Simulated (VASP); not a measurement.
# GaP (R-3m) in VASP: a series of runs

GaP is run at these levels: LDA; tasks: single point.

All numbers are computed with VASP 6.6.1; they aren't measurements. Logs are shortened: lines on timing, memory, paths and dates and some standing lists are left out, and cuts for length are marked.

## Step 1: The cell of the first run

Symmetry: R-3m, No. 166, trigonal system. The conventional cell has a = 3.940 Å, b = 3.940 Å, c = 18.469 Å, α = 90.00°, β = 90.00°, γ = 120.00°. Within 3.1 Å of Ga (site symmetry 3m) lie 1 Ga at 2.36 Å and 3 P at 2.42 Å. P (site symmetry 3m) has 1 P at 2.14 Å and 3 Ga at 2.42 Å within 2.8 Å.

## Step 2: Single point, LDA (20.69 Å³/atom)

INCAR reads:

```
SYSTEM = GaP
PREC = Accurate
ENCUT = 520
EDIFF = 1E-6
ISMEAR = 0
SIGMA = 0.05
LREAL = .FALSE.
LASPH = .TRUE.
NELM = 80
ALGO = Normal
ISIF = 2
LWAVE = .FALSE.
LCHARG = .FALSE.
NBANDS = 26
```

KPOINTS reads:

```
Automatic mesh
0
G
  9 9 9
  0 0 0
```

POSCAR reads:

```
GaP
1.0
    1.9698239917      1.1372784118      6.1564879035
   -1.9698239917      1.1372784118      6.1564879035
    0.0000000000     -2.2745568237      6.1564879035
Ga P
2 2
Direct
    0.4359784395      0.4359784395      0.4359784395
    0.5640215605      0.5640215605      0.5640215605
    0.0580350955      0.0580350955      0.0580350955
    0.9419649045      0.9419649045      0.9419649045
```

Potentials or basis: VASP PAW LDA potentials, release 64 (Ga_d, P).

Started as:

```bash
> cat potpaw_LDA.64/Ga_d/POTCAR potpaw_LDA.64/P/POTCAR > POTCAR
> mpirun -np 1 vasp_std > vasp.out
```

OUTCAR:

```text
SYSTEM = GaP
   PREC = Accurate
   ENCUT = 520
   EDIFF = 1E-6
   ISMEAR = 0
   LREAL = .FALSE.
   LASPH = .TRUE.
   NELM = 80
   ISIF = 2

 ion  position               nearest neighbor table
   1  0.436  0.436  0.436-   2 2.36   3 2.42   3 2.42   3 2.42
   2  0.564  0.564  0.564-   1 2.36   4 2.42   4 2.42   4 2.42
   3  0.058  0.058  0.058-   4 2.14   1 2.42   1 2.42   1 2.42
   4  0.942  0.942  0.942-   3 2.14   2 2.42   2 2.42   2 2.42

  LATTYP: Found a trigonal (rhomboedric) cell.
 ALAT       =     6.5632272588
 COS(alpha) =     0.8198434916

  Lattice vectors:

 A1 = (   1.9698239917,   1.1372784118,   6.1564879035)
 A2 = (  -1.9698239917,   1.1372784118,   6.1564879035)
 A3 = (   0.0000000000,  -2.2745568237,   6.1564879035)

Analysis of symmetry for initial positions (statically):
=====================================================================
 Subroutine PRICEL returns:
 Original cell was already a primitive cell.

 Routine SETGRP: Setting up the symmetry group for a
 trigonal (rhombohedral) supercell.

 Subroutine GETGRP returns: Found 12 space group operations
 (whereof 12 operations were pure point group operations)
 out of a pool of 12 trial point group operations.

The static configuration has the point symmetry D_3d.

Analysis of symmetry for dynamics (positions and initial velocities):
=====================================================================
 Subroutine PRICEL returns:
 Original cell was already a primitive cell.

 Routine SETGRP: Setting up the symmetry group for a
 trigonal (rhombohedral) supercell.

 Subroutine GETGRP returns: Found 12 space group operations
 (whereof 12 operations were pure point group operations)
 out of a pool of 12 trial point group operations.

The dynamic configuration has the point symmetry D_3d.

 Subroutine INISYM returns: Found 12 space group operations
 (whereof 12 operations are pure point group operations),
 and found     1 'primitive' translations

----------------------------------------------------------------------------------------

                                     Primitive cell

  volume of cell :      82.7520

  direct lattice vectors                    reciprocal lattice vectors
     1.969823992  1.137278412  6.156487904     0.253829785  0.146548695  0.054143424
    -1.969823992  1.137278412  6.156487904    -0.253829785  0.146548695  0.054143424
     0.000000000 -2.274556824  6.156487904     0.000000000 -0.293097389  0.054143424
[... 76 lines left out ...]
   NGX,Y,Z   is equivalent  to a cutoff of  12.66, 12.66, 12.66 a.u.
   NGXF,Y,Z  is equivalent  to a cutoff of  25.33, 25.33, 25.33 a.u.
 SYSTEM =  GaP
   PREC   = accura    normal or accurate (medium, high low for compatibility)
   ISTART =      0    job   : 0-new  1-cont  2-samecut
   ICHARG =      2    charge: 1-file 2-atom 10-const
   ISPIN  =      1    spin polarized calculation?
   LNONCOLLINEAR =      F non collinear calculations
   LSORBIT =      F    spin-orbit coupling
   LASPH  =      T    aspherical Exc in radial PAW
   ENCUT  =  520.0 eV  38.22 Ry    6.18 a.u.  12.20 12.20 12.20*2*pi/ulx,y,z
   NELM   =     80;   NELMIN=  2; NELMDL= -5     # of ELM steps
   EDIFF  = 0.1E-05   stopping-criterion for ELM
   LREAL  =      F    real-space projection
[... 7 lines left out ...]
   TEBEG  =    0.0;   TEEND  =   0.0 temperature during run
   PSTRESS=    0.0 pullay stress
   NELECT =      36.0000    total number of electrons
   NUPDOWN=      -1.0000    fix difference up-down
   EMIN   =  10.00;   EMAX   =-10.00  energy-range for DOS
   EFERMI =   0.00;   METHOD = LEGACY
   ISMEAR =     0;   SIGMA  =   0.05  broadening in eV -4-tet -1-fermi 0-gaus
   EFERMI_NEDOS =   21; number of points for ismear=-14 and -15
   IALGO  =     38    algorithm
   IMIX   =      4    mixing-type and parameters
     AMIX     =   0.40;   BMIX     =  1.00
     AMIX_MAG =   1.60;   BMIX_MAG =  1.00
  volume/ion in A,a.u.               =      20.69       139.61
  Fermi-wavevector in a.u.,A,eV,Ry     =   1.240460  2.344130 20.935849  1.538741
  Thomas-Fermi vector in A             =   2.374900
   LORBIT       =      0    0 simple, 1 ext, 2 COOP (PROOUT), +10 PAW based schemes
   GGA     = CA    functional components
   LHFCALC =     F    Hartree Fock is set to
   AEXX    =    0.0000 exact exchange contribution
   IVDW    =     0    specifies the selected vdW correction
   LEPSILON=     F    determine dielectric tensor
   LRPA    =     F    only Hartree local field effects (RPA)
 non-spin polarized calculation
 Gauss-broadening in eV      SIGMA  =   0.05
  energy-cutoff  :      520.00
  volume of cell :       82.75
 maximum number of plane-waves:      2279
 NGX is ok and might be reduce to    50
   NGX = 25   NGY = 25   NGZ = 25

 number of electron      36.0000000 magnetization

 Free energy of the ion-electron system (eV)
  ---------------------------------------------------
  ext. energy  EPLUGINS =         0.00000000
  ---------------------------------------------------
  free energy    TOTEN  =       -20.24846633 eV

  energy without entropy =      -20.24846633  energy(sigma->0) =      -20.24846633

 E-fermi :   4.8398     XC(G=0): -10.0601

 val. band max:        4.5940193365   @ k =   0.0000   0.0000   0.0000
 cond. band min:       5.1701372962   @ k =   0.1111   0.1111   0.1111
 fundamental gap:      0.5761179596
 Fermi energy:         4.8397820947

 k-point     1 :       0.0000    0.0000    0.0000
  band No.  band energies     occupation
      1     -10.3906      2.00000
      2     -10.2046      2.00000
      3     -10.2046      2.00000
      4     -10.1611      2.00000
      5     -10.1611      2.00000
      6     -10.1110      2.00000
[... 685 lines left out ...]
     25      12.9059      0.00000
     26      14.0708      0.00000

 [... further k-points ...]
[... 5 lines left out ...]
  --------------------------------------------------------------------------------------
  -------------------------------------------------------------------------------------
  Total       -3.4606529     -3.4606529      2.3490901      0.0000000     -0.0000000     -0.0000000
  in kB      -67.0023634    -67.0023634     45.4811829      0.0000000     -0.0000000     -0.0000000
  external PRESSURE =     -29.5078480 kB  Pullay stress =       0.0000000 kB

 VOLUME and BASIS-vectors are now :
 -----------------------------------------------------------------------------
  energy-cutoff  :      520.00
  volume of cell :       82.75
      direct lattice vectors                 reciprocal lattice vectors
     1.969823992  1.137278412  6.156487904     0.253829785  0.146548695  0.054143424
    -1.969823992  1.137278412  6.156487904    -0.253829785  0.146548695  0.054143424
     0.000000000 -2.274556824  6.156487904     0.000000000 -0.293097389  0.054143424

 POSITION                                       TOTAL-FORCE (eV/Angst)
 -----------------------------------------------------------------------------------
      0.00000     -0.00000      8.05229         0.000000      0.000000     -0.494916
      0.00000     -0.00000     10.41718         0.000000     -0.000000      0.494916
      0.00000     -0.00000      1.07188         0.000000     -0.000000      0.676482
      0.00000     -0.00000     17.39759         0.000000      0.000000     -0.676482
 -----------------------------------------------------------------------------------
    total drift:                                0.000000     -0.000000     -0.000000

  FREE ENERGIE OF THE ION-ELECTRON SYSTEM (eV)
  ---------------------------------------------------
  free  energy   TOTEN  =       -20.2484663291 eV

  energy  without entropy=      -20.2484663291  energy(sigma->0) =      -20.24846633
```

OSZICAR:

```text
N       E                     dE             d eps       ncg     rms          rms(c)
DAV:   1     0.231684012001E+03    0.23168E+03   -0.17000E+04  4482   0.202E+03
DAV:   2     0.696039488092E+01   -0.22472E+03   -0.21640E+03  4796   0.435E+02
DAV:   3    -0.197968025274E+02   -0.26757E+02   -0.26405E+02  5582   0.121E+02
DAV:   4    -0.206843941115E+02   -0.88759E+00   -0.88452E+00  5158   0.224E+01
DAV:   5    -0.207086695970E+02   -0.24275E-01   -0.24253E-01  6022   0.345E+00    0.678E+00
DAV:   6    -0.203505270932E+02    0.35814E+00   -0.40473E-01  6150   0.891E+00    0.400E+00
DAV:   7    -0.202513619572E+02    0.99165E-01   -0.29534E-01  5044   0.289E+00    0.970E-01
DAV:   8    -0.202487450707E+02    0.26169E-02   -0.29306E-02  5196   0.167E+00    0.254E-01
DAV:   9    -0.202484477182E+02    0.29735E-03   -0.39861E-03  5532   0.619E-01    0.103E-01
DAV:  10    -0.202484507479E+02   -0.30297E-05   -0.49288E-04  5252   0.195E-01    0.392E-02
DAV:  11    -0.202484643399E+02   -0.13592E-04   -0.42840E-05  5278   0.480E-02    0.221E-02
DAV:  12    -0.202484664739E+02   -0.21340E-05   -0.51449E-06  5450   0.197E-02    0.706E-03
DAV:  13    -0.202484663291E+02    0.14480E-06   -0.85692E-07  2962   0.726E-03
   1 F= -.20248466E+02 E0= -.20248466E+02  d E =-.249088E-14
```

stdout:

```text
POSCAR found type information on POSCAR GaP
 POSCAR found :  2 types and       4 ions
 scaLAPACK will be used
 LDA part: xc-table for (Slater(with rela. corr.)+CA(PZ))
 , standard interpolation
 POSCAR, INCAR and KPOINTS ok, starting setup
 FFT: planning ... GRIDC
 FFT: planning ... GRID_SOFT
 FFT: planning ... GRID
 WAVECAR not read
 entering main loop
```

It took 4.8 min on 1 thread of AMD EPYC 7R13 (Zen 3), shared host; peak memory 0.33 GiB.

What came out:

```
Free energy            : -20.2485 eV
Pressure               : -3.0 GPa
Largest force          : 0.676 eV/Å
Band gap on the k mesh : 0.58 eV (least direct gap 0.61 eV)
```

Forces on the atoms (eV/Å):
```
Ga   0.000  0.000 -0.495
Ga   0.000  0.000  0.495
P    0.000  0.000  0.676
P    0.000  0.000 -0.676
```

Caveat: the stress differs along the axes, from -7 to 5 GPa; semilocal functionals underestimate gaps, and a narrow one can read as zero.

## Step 3: Single point, LDA (20.69 Å³/atom)

INCAR reads:

```
PREC = Accurate
ENCUT = 520
EDIFF = 1E-6
ISMEAR = 0
SIGMA = 0.05
LREAL = F
LASPH = T
NELM = 60
ALGO = Normal
ISIF = 2
LWAVE = F
LCHARG = F
NBANDS = 26
```

KPOINTS reads:

```
regular mesh
0
Gamma
  9 9 9
```

POSCAR reads:

```
GaP
1.0
    2.0100703737      1.1605146714      5.9124209972
   -2.0100703737      1.1605146714      5.9124209972
    0.0000000000     -2.3210293427      5.9124209972
Ga P
2 2
Direct
    0.4359784395      0.4359784395      0.4359784395
    0.5640215605      0.5640215605      0.5640215605
    0.0580350955      0.0580350955      0.0580350955
    0.9419649045      0.9419649045      0.9419649045
```

Potentials or basis: VASP PAW LDA potentials, release 64 (Ga_d, P).

Started as:

```bash
> cat potpaw_LDA.64/Ga_d/POTCAR potpaw_LDA.64/P/POTCAR > POTCAR
> mpirun -np 1 vasp_std > vasp.out
```

Wall time 3.7 min (1 thread of AMD EPYC 7R13 (Zen 3), shared host); peak memory 0.32 GiB.

The run converged. Its results:

```
Free energy            : -19.8725 eV
Pressure               : -0.9 GPa
Largest force          : 1.916 eV/Å
Band gap on the k mesh : 0.12 eV (least direct gap 0.18 eV)
```

Forces on the atoms (eV/Å):
```
Ga   0.000  0.000 -1.159
Ga   0.000  0.000  1.159
P    0.000  0.000  1.916
P    0.000  0.000 -1.916
```

Stress tensor (GPa, compression positive):
```
-9.22  0.00  0.00
 0.00 -9.22  0.00
 0.00  0.00 15.80
```

Levels at points of the mesh, in eV from the valence-band top:
```
           k point  band 14  band 15  band 16  band 17  band 18  band 19  band 20  band 21  band 22  band 23
(0.00, 0.00, 0.00)    -2.42    -2.42    -0.23     0.00     0.00     0.21     1.33     3.02     3.02     3.90
```

Caveat: the stress differs along the axes, from -9 to 16 GPa; semilocal functionals underestimate gaps, and a narrow one can read as zero; forces of over 1 eV/Å act on the atoms, so gaps and moduli don't describe the material at rest. A k mesh can miss the band edges.

## Step 4: Single point, LDA (19.12 Å³/atom)

This run uses another cell than the first one, of 19.12 Å³/atom.

INCAR reads:

```
SYSTEM = GaP
PREC     = Accurate       ! precision mode
ENCUT    = 520            ! plane-wave cutoff, eV
EDIFF    = 1E-6           ! SCF threshold, eV
ISMEAR   = 0              ! smearing method
SIGMA    = 0.05           ! smearing width, eV
LREAL    = .FALSE.        ! projectors in reciprocal space
LASPH    = .TRUE.         ! aspherical terms in the spheres
NELM     = 60             ! most SCF steps
ALGO     = Normal         ! electronic algorithm
ISIF     = 2              ! what is computed and relaxed
LWAVE    = .FALSE.        ! write WAVECAR
LCHARG   = .FALSE.        ! write CHGCAR
NBANDS   = 26             ! bands
```

KPOINTS reads:

```
Automatic mesh
0
G
  9 9 9
  0 0 0
```

POSCAR reads:

```
GaP
1.0
    1.8802445292      1.0855596851      6.2439647273
   -1.8802445292      1.0855596851      6.2439647273
    0.0000000000     -2.1711193701      6.2439647273
Ga P
2 2
Direct
    0.4359784395      0.4359784395      0.4359784395
    0.5640215605      0.5640215605      0.5640215605
    0.0580350955      0.0580350955      0.0580350955
    0.9419649045      0.9419649045      0.9419649045
```

Started as:

```bash
> cat potpaw_LDA.64/Ga_d/POTCAR potpaw_LDA.64/P/POTCAR > POTCAR
> mpirun -np 1 vasp_std > vasp.out
```

It took 3.7 min on 1 thread of AMD EPYC 9R45 (Zen 5), shared host; peak memory 0.32 GiB.

Results (log left out):

* Free energy: -20.3903 eV
* Pressure: 2.5 GPa
* Largest force: 0.021 eV/Å
* Band gap on the k mesh: 0.71 eV (least direct gap 1.22 eV)

Forces on the atoms (eV/Å):
```
Ga   0.000  0.000  0.021
Ga   0.000  0.000 -0.021
P    0.000  0.000  0.017
P    0.000  0.000 -0.017
```

Stress tensor (GPa, compression positive):
```
2.49 0.00 0.00
0.00 2.49 0.00
0.00 0.00 2.62
```

Levels at points of the mesh, in eV from the valence-band top:
```tsv
k point	band 16	band 17	band 18	band 19	band 20	band 21
(0.00, 0.00, 0.00)	-0.25	0.00	0.00	1.22	2.05	2.78
```

Caveat: semilocal functionals underestimate gaps, and a narrow one can read as zero.

## Step 5: Single point, LDA (19.64 Å³/atom)

This run uses another cell than the first one, of 19.64 Å³/atom.

INCAR reads:

```
SYSTEM = GaP
PREC = Accurate
ENCUT = 520
EDIFF = 1E-6
ISMEAR = 0
SIGMA = 0.05
LREAL = .FALSE.
LASPH = .TRUE.
NELM = 100
ALGO = Normal
ISIF = 2
LWAVE = .FALSE.
LCHARG = .FALSE.
GGA = CA
NBANDS = 26
```

KPOINTS is that of step 4.

POSCAR reads:

```
GaP
1.0
    1.8592833703      1.0734577543      6.5605433482
   -1.8592833703      1.0734577543      6.5605433482
    0.0000000000     -2.1469155087      6.5605433482
Ga P
2 2
Direct
    0.4359784395      0.4359784395      0.4359784395
    0.5640215605      0.5640215605      0.5640215605
    0.0580350955      0.0580350955      0.0580350955
    0.9419649045      0.9419649045      0.9419649045
```

Started as:

```bash
> cat potpaw_LDA.64/Ga_d/POTCAR potpaw_LDA.64/P/POTCAR > POTCAR
> mpirun -np 1 vasp_std > vasp.out
```

It took 4.7 min on 1 thread of AMD EPYC 9R45 (Zen 5), shared host; peak memory 0.34 GiB.

It converged, with:

```
Free energy            : -20.2816 eV
Pressure               : 0.2 GPa
Largest force          : 0.667 eV/Å
Band gap on the k mesh : 0.52 eV (least direct gap 0.93 eV)
```

Forces on the atoms (eV/Å):
```
Ga   0.000  0.000  0.352
Ga   0.000  0.000 -0.352
P    0.000  0.000 -0.667
P    0.000  0.000  0.667
```

Stress tensor (GPa, compression positive):
```
 4.25  0.00  0.00
 0.00  4.25  0.00
 0.00  0.00 -7.93
```

Levels at points of the mesh, in eV from the valence-band top:
```csv
k point,band 14,band 15,band 16,band 17,band 18,band 19,band 20,band 21,band 22,band 23
"(0.00, 0.00, 0.00)",-1.53,-1.53,-0.47,0.00,0.00,0.93,1.66,2.95,3.88,3.88
```

Caveat: the stress differs along the axes, from -8 to 4 GPa; semilocal functionals underestimate gaps, and a narrow one can read as zero. A k mesh can miss the band edges.

[end of part 1 of 2]
